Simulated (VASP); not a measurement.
Here is a VASP 6.6.1 calculation.

File INCAR:

```
SYSTEM = H2C9
ALGO     = Normal         ! electronic algorithm
DIPOL    = 0.5 0.5 0.363
EDIFF    = 1E-6           ! SCF threshold, eV
ENCUT    = 520            ! plane-wave cutoff, eV
IDIPOL   = 3            
ISIF     = 2              ! what is computed and relaxed
ISMEAR   = 0              ! smearing method
LASPH    = .True.         ! aspherical terms in the spheres
LCHARG   = .False.        ! write CHGCAR
LDIPOL   = .True.       
LREAL    = Auto         
LWAVE    = .False.        ! write WAVECAR
NBANDS   = 55             ! bands
NELM     = 80             ! most SCF steps
PREC     = Accurate       ! precision mode
SIGMA    = 0.05           ! smearing width, eV
```

KPOINTS

```
k-points
0
Gamma
  10 5 1
  0 0 0
```

POSCAR

```
H2C9
1.0
    2.4973154970      0.0000000000      0.0000000000
    0.0000000000      4.9946309939      0.0000000000
    0.0000000000      0.0000000000     20.5658806949
C H
18 4
Direct
    0.0000000000      0.2500000000      0.2262196243
    0.0000000000      0.7500000000      0.2262196243
    0.0000000000      0.5000000000      0.2691516229
    0.0000000000      0.0000000000      0.2691516229
    0.5000000000      0.5000000000      0.3120836215
    0.5000000000      0.0000000000      0.3120836215
    0.5000000000      0.7500000000      0.3550156201
    0.5000000000      0.2500000000      0.3550156201
    0.0000000000      0.7521127436      0.4005557609
    0.0000000000      0.2478071525      0.4009476639
    0.0000000000     -0.0032416249      0.4492941622
    0.0000000000      0.5018308557      0.4430095536
    0.5000000000     -0.0038908169      0.4971064189
    0.5000000000      0.5045815518      0.4857235362
    0.5000000000      0.2644076818      0.5357776580
    0.5000000000      0.7264246366      0.5414014780
    0.0000000000      0.3600522581      0.5684914602
    0.0000000000      0.6342217109      0.5820089946
   -0.2843917683      0.2504266612      0.1890712551
    0.2843917683      0.2504266612      0.1890712551
    0.2843917683      0.7495733388      0.1890712551
   -0.2843917683      0.7495733388      0.1890712551
```

Potentials or basis: VASP PAW LDA potentials, release 64 (C, H).

Launch:

```bash
$ cat potpaw_LDA.64/C/POTCAR potpaw_LDA.64/H/POTCAR > POTCAR
$ mpirun -np 1 vasp_std > vasp.out
```

Problem. Predict the band gap on the k mesh.

Solution. 0.96 eV (least direct gap 1.05 eV).

Problem. Predict the largest force.

Solution. 4.524 eV/Å.

Forces on the atoms (eV/Å):
```
C    0.000  0.004  1.912
C    0.000 -0.004  1.917
C    0.000 -0.007 -1.777
C    0.000  0.007 -1.807
C    0.000  0.006  0.445
C    0.000 -0.001  0.204
C    0.000  0.646  1.590
C    0.000 -0.656  1.809
C    0.000  0.006 -0.021
C    0.000 -0.018  0.011
C    0.000  0.005  0.007
C    0.000 -0.008 -0.001
C    0.000 -0.024 -0.009
C    0.000  0.021 -0.020
C    0.000 -0.036  0.009
C    0.000  0.055  0.003
C    0.000 -0.064  0.398
C    0.000  0.066 -4.524
H   -0.035 -0.001 -0.036
H    0.035 -0.001 -0.036
H    0.035  0.002 -0.036
H   -0.035  0.002 -0.036
```
